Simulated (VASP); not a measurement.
Crystal: Ag.

```
CELL_PARAMETERS angstrom
-1.62161 1.62161 1.62161
1.62161 -1.62161 1.62161
1.62161 1.62161 -1.62161
ATOMIC_POSITIONS crystal
Ag 0.00000 0.00000 0.00000
```

| Quantity | Value |
| --- | --- |
| Program | VASP 6.6.1 |
| Task | relaxation of cell and atoms |
| Functional | RPBE |
| Potentials or basis | VASP PAW PBE potentials, release 64 (Ag) |
| Cutoff | 600 eV |
| k mesh | 14 × 14 × 14 |
| Occupations | fermi-dirac, width 0.1 eV |
| Spin | no spin polarisation |

At the start: pressure 9.5 GPa; volume 17.06 Å³/atom.

**Question.** How do energy, volume and symmetry change on relaxing?

**Answer.** Over 3 steps the energy falls by 47.8 meV/atom and the volume is 18.85 Å³/atom (+10.5 %); space group Im-3m (No. 229, to 0.05 Å).

The path:
```csv
step,energy change (eV),largest force (eV/Å),pressure (GPa),volume (Å³)
1,0.0000,0.0000,9.51,17.06
2,-0.0407,0.0000,-2.65,19.68
3,-0.0478,0.0000,0.05,18.85
```

Final structure:
```
Ag
1.0
    -1.67661    1.67661    1.67661
     1.67661   -1.67661    1.67661
     1.67661    1.67661   -1.67661
Ag
1
Direct
  0.00000 0.00000 0.00000
```

Caveat: the PAW data sets were made with another functional, which shifts forces and pressure a little.
